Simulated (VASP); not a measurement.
# Ge (Fd-3m) in VASP: density of states with PBE

Aim: the density of states of Ge with PBE.

Program: VASP 6.6.1. These are calculated values, not measurements. Logs are shortened: lines on timing, memory, paths and dates and some standing lists are left out, and cuts for length are marked.

### 1 The cell of the first run

It takes space group Fd-3m (No. 227, cubic). The conventional cell has a = 5.762 Å, b = 5.762 Å, c = 5.762 Å, α = 90.00°, β = 90.00°, γ = 90.00°. Ge (site symmetry -43m) has 4 Ge at 2.49 Å within 3.3 Å.

### 2 Density of states, PBE

File POSCAR:

```
Ge
1.0
    0.0000000000      2.8808467958      2.8808467958
    2.8808467958      0.0000000000      2.8808467958
    2.8808467958      2.8808467958      0.0000000000
Ge
2
Direct
    0.0000000000      0.0000000000      0.0000000000
    0.2500000000      0.2500000000      0.2500000000
```

File INCAR.step1:

```
SYSTEM = Ge
PREC = Accurate ; ENCUT = 410
EDIFF = 1E-6 ; ISMEAR = 0
SIGMA = 0.1 ; LREAL = .False.
LASPH = .True. ; NELM = 120
ALGO = Normal ; ISIF = 2
LWAVE = .False. ; LCHARG = .True.
GGA = PE ; NBANDS = 21
GGA_COMPAT = .False. ; NEDOS = 2001
LORBIT = 11
```

File KPOINTS.step1:

```
regular mesh
0
Gamma
  12 12 12
  0 0 0
```

File INCAR.step2:

```
SYSTEM = Ge
PREC = Accurate ; ENCUT = 410
EDIFF = 1E-6 ; ISMEAR = -5
SIGMA = 0.1 ; LREAL = .False.
LASPH = .True. ; NELM = 120
ALGO = Normal ; ISIF = 2
LWAVE = .False. ; LCHARG = .False.
GGA = PE ; LORBIT = 11
NBANDS = 21 ; NEDOS = 2001
ICHARG = 11 ; GGA_COMPAT = .False.
```

File KPOINTS.step2:

```
regular mesh
0
Gamma
  18 18 18
  0 0 0
```

Potentials or basis: VASP PAW PBE potentials, release 64 (Ge_d).

The run is started by

```
$ cat potpaw_PBE.64/Ge_d/POTCAR > POTCAR
$ cp INCAR.step1 INCAR
$ cp KPOINTS.step1 KPOINTS
$ mpirun -np 1 vasp_std > vasp.out
$ cp INCAR.step2 INCAR
$ cp KPOINTS.step2 KPOINTS
$ mpirun -np 1 vasp_std > vasp.out
```

OUTCAR:

```text
SYSTEM = Ge
   PREC = Accurate
   ENCUT = 410
   EDIFF = 1E-6
   ISMEAR = -5
   LREAL = .False.
   LASPH = .True.
   NELM = 120
   ISIF = 2
   GGA = PE
   LORBIT = 11
   ICHARG = 11

 ion  position               nearest neighbor table
   1  0.000  0.000  0.000-   2 2.49   2 2.49   2 2.49   2 2.49
   2  0.250  0.250  0.250-   1 2.49   1 2.49   1 2.49   1 2.49

  LATTYP: Found a face centered cubic cell.
 ALAT       =     5.7616935916

  Lattice vectors:

 A1 = (   0.0000000000,   2.8808467958,   2.8808467958)
 A2 = (   2.8808467958,   0.0000000000,   2.8808467958)
 A3 = (   2.8808467958,   2.8808467958,   0.0000000000)

Analysis of symmetry for initial positions (statically):
=====================================================================
 Subroutine PRICEL returns:
 Original cell was already a primitive cell.

 Routine SETGRP: Setting up the symmetry group for a
 face centered cubic supercell.

 Subroutine GETGRP returns: Found 48 space group operations
 (whereof 24 operations were pure point group operations)
 out of a pool of 48 trial point group operations.

The static configuration has the point symmetry T_d .
 The point group associated with its full space group is O_h .

Analysis of symmetry for dynamics (positions and initial velocities):
=====================================================================
 Subroutine PRICEL returns:
 Original cell was already a primitive cell.

 Routine SETGRP: Setting up the symmetry group for a
 face centered cubic supercell.

 Subroutine GETGRP returns: Found 48 space group operations
 (whereof 24 operations were pure point group operations)
 out of a pool of 48 trial point group operations.

The dynamic configuration has the point symmetry T_d .
 The point group associated with its full space group is O_h .

 Subroutine INISYM returns: Found 48 space group operations
 (whereof 24 operations are pure point group operations),
 and found     1 'primitive' translations

----------------------------------------------------------------------------------------

                                     Primitive cell

  volume of cell :      47.8179

  direct lattice vectors                    reciprocal lattice vectors
     0.000000000  2.880846796  2.880846796    -0.173560080  0.173560080  0.173560080
     2.880846796  0.000000000  2.880846796     0.173560080 -0.173560080  0.173560080
     2.880846796  2.880846796  0.000000000     0.173560080  0.173560080 -0.173560080

  length of vectors
[... 82 lines left out ...]
   ENCUT  =  410.0 eV  30.13 Ry    5.49 a.u.   6.73  6.73  6.73*2*pi/ulx,y,z
   NELM   =    120;   NELMIN=  2; NELMDL=  0     # of ELM steps
   EDIFF  = 0.1E-05   stopping-criterion for ELM
   LREAL  =      F    real-space projection
   EDIFFG = 0.1E-04   stopping-criterion for IOM
   NSW    =      0    number of steps for IOM
   IBRION =     -1    ionic relax: 0-MD 1-quasi-New 2-CG
   NFREE  =      0    steps in history (QN), initial steepest desc. (CG)
   ISIF   =      2    stress and relaxation
   ISYM   =      2    0-nonsym 1-usesym 2-fastsym
   POTIM  = 0.5000    time-step for ionic-motion
   TEBEG  =    0.0;   TEEND  =   0.0 temperature during run
   PSTRESS=    0.0 pullay stress
   NELECT =      28.0000    total number of electrons
   NUPDOWN=      -1.0000    fix difference up-down
   EMIN   =  10.00;   EMAX   =-10.00  energy-range for DOS
   EFERMI =   0.00;   METHOD = LEGACY
   ISMEAR =    -5;   SIGMA  =   0.10  broadening in eV -4-tet -1-fermi 0-gaus
   EFERMI_NEDOS =   21; number of points for ismear=-14 and -15
   IALGO  =     38    algorithm
   IMIX   =      4    mixing-type and parameters
     AMIX     =   0.40;   BMIX     =  1.00
     AMIX_MAG =   1.60;   BMIX_MAG =  1.00
  volume/ion in A,a.u.               =      23.91       161.35
  Fermi-wavevector in a.u.,A,eV,Ry     =   1.369611  2.588190 25.522288  1.875835
  Thomas-Fermi vector in A             =   2.495471
   LORBIT       =     11    0 simple, 1 ext, 2 COOP (PROOUT), +10 PAW based schemes
   GGA     = PE    functional components
   LHFCALC =     F    Hartree Fock is set to
   AEXX    =    0.0000 exact exchange contribution
   IVDW    =     0    specifies the selected vdW correction
   LEPSILON=     F    determine dielectric tensor
   LRPA    =     F    only Hartree local field effects (RPA)
 non-spin polarized calculation
 Fermi weights with tetrahedron method with Bloechl corrections
  energy-cutoff  :      410.00
  volume of cell :       47.82
 maximum number of plane-waves:       934

 number of electron      27.9999983 magnetization

 Free energy of the ion-electron system (eV)
  ---------------------------------------------------
  ext. energy  EPLUGINS =         0.00000000
  ---------------------------------------------------
  free energy    TOTEN  =        -9.03794688 eV

  energy without entropy =       -9.03794688  energy(sigma->0) =       -9.03794688

 E-fermi :   4.4715     XC(G=0):  -9.6685

 val. band max:        4.4707445224   @ k =   0.0000   0.0000   0.0000
 cond. band min:       4.4707461045   @ k =   0.0000   0.0000   0.0000
 fundamental gap:      0.0000015821
 Fermi energy:         4.4714864162

 k-point     1 :       0.0000    0.0000    0.0000
  band No.  band energies     occupation
      1     -20.2671      2.00000
      2     -20.2671      2.00000
      3     -20.2671      2.00000
      4     -20.2347      2.00000
      5     -20.2347      2.00000
      6     -20.0527      2.00000
[... 565 lines left out ...]
     20      12.4876      0.00000
     21      13.3085      0.00000

 [... further k-points ...]
[... 5 lines left out ...]
  --------------------------------------------------------------------------------------
  -------------------------------------------------------------------------------------
  Total       -0.2019991     -0.2019991     -0.2019991     -0.0000000      0.0000000      0.0000000
  in kB       -6.7681447     -6.7681447     -6.7681447     -0.0000000      0.0000000      0.0000000
  external PRESSURE =      -6.7681447 kB  Pullay stress =       0.0000000 kB

 VOLUME and BASIS-vectors are now :
 -----------------------------------------------------------------------------
  energy-cutoff  :      410.00
  volume of cell :       47.82
      direct lattice vectors                 reciprocal lattice vectors
     0.000000000  2.880846796  2.880846796    -0.173560080  0.173560080  0.173560080
     2.880846796  0.000000000  2.880846796     0.173560080 -0.173560080  0.173560080
     2.880846796  2.880846796  0.000000000     0.173560080  0.173560080 -0.173560080

 POSITION                                       TOTAL-FORCE (eV/Angst)
 -----------------------------------------------------------------------------------
      0.00000      0.00000      0.00000         0.000000      0.000000     -0.000000
      1.44042      1.44042      1.44042        -0.000000     -0.000000      0.000000
 -----------------------------------------------------------------------------------
    total drift:                                0.000000      0.000000     -0.000000

  FREE ENERGIE OF THE ION-ELECTRON SYSTEM (eV)
  ---------------------------------------------------
  free  energy   TOTEN  =        -9.0379468758 eV

  energy  without entropy=       -9.0379468758  energy(sigma->0) =       -9.03794688

 total charge

# of ion       s       p       d       tot
------------------------------------------
    1        1.136   1.209  10.015  12.360
    2        1.136   1.209  10.015  12.360
--------------------------------------------------
tot          2.273   2.417  20.031  24.721
```

OUTCAR.step1:

```text
SYSTEM = Ge
   PREC = Accurate
   ENCUT = 410
   EDIFF = 1E-6
   ISMEAR = 0
   LREAL = .False.
   LASPH = .True.
   NELM = 120
   ISIF = 2
   GGA = PE
   LORBIT = 11
[... 799 lines left out ...]
    total drift:                                0.000000      0.000000      0.000000

  FREE ENERGIE OF THE ION-ELECTRON SYSTEM (eV)
  ---------------------------------------------------
  free  energy   TOTEN  =        -9.0355136458 eV

  energy  without entropy=       -9.0350681354  energy(sigma->0) =       -9.03529089

 total charge

# of ion       s       p       d       tot
------------------------------------------
    1        1.136   1.208  10.015  12.360
    2        1.136   1.208  10.015  12.360
--------------------------------------------------
tot          2.273   2.416  20.031  24.720
```

OSZICAR.step1:

```text
N       E                     dE             d eps       ncg     rms          rms(c)
DAV:   1     0.175687884985E+03    0.17569E+03   -0.12909E+04  3383   0.315E+03
DAV:   2     0.164569547675E+02   -0.15923E+03   -0.15420E+03  3034   0.561E+02
DAV:   3    -0.830692964045E+01   -0.24764E+02   -0.24621E+02  3499   0.135E+02
DAV:   4    -0.909269683780E+01   -0.78577E+00   -0.78547E+00  3329   0.283E+01
DAV:   5    -0.910552031879E+01   -0.12823E-01   -0.12823E-01  3459   0.397E+00    0.296E+00
DAV:   6    -0.905848811960E+01    0.47032E-01   -0.18412E-02  3697   0.144E+00    0.176E+00
DAV:   7    -0.903370312218E+01    0.24785E-01   -0.40639E-02  3285   0.190E+00    0.142E-01
DAV:   8    -0.903532336492E+01   -0.16202E-02   -0.56818E-03  3349   0.962E-01    0.403E-02
DAV:   9    -0.903548295417E+01   -0.15959E-03   -0.24604E-04  3468   0.220E-01    0.150E-02
DAV:  10    -0.903551135589E+01   -0.28402E-04   -0.47848E-05  3872   0.620E-02    0.562E-03
DAV:  11    -0.903551370911E+01   -0.23532E-05   -0.66556E-06  3782   0.418E-02    0.155E-03
DAV:  12    -0.903551364575E+01    0.63358E-07   -0.42614E-07  2130   0.133E-02
   1 F= -.90355136E+01 E0= -.90352909E+01  d E =-.445510E-03
```

It took 58 s on 1 thread of Intel Xeon Platinum 8559C (Emerald Rapids), shared host; peak memory 0.23 GiB.

What came out:

| Item | Value |
| --- | --- |
| Valence electrons inside the program's atomic spheres | Ge 12.36 |

Caveat: tetrahedron occupations give inexact forces and stress in metals.
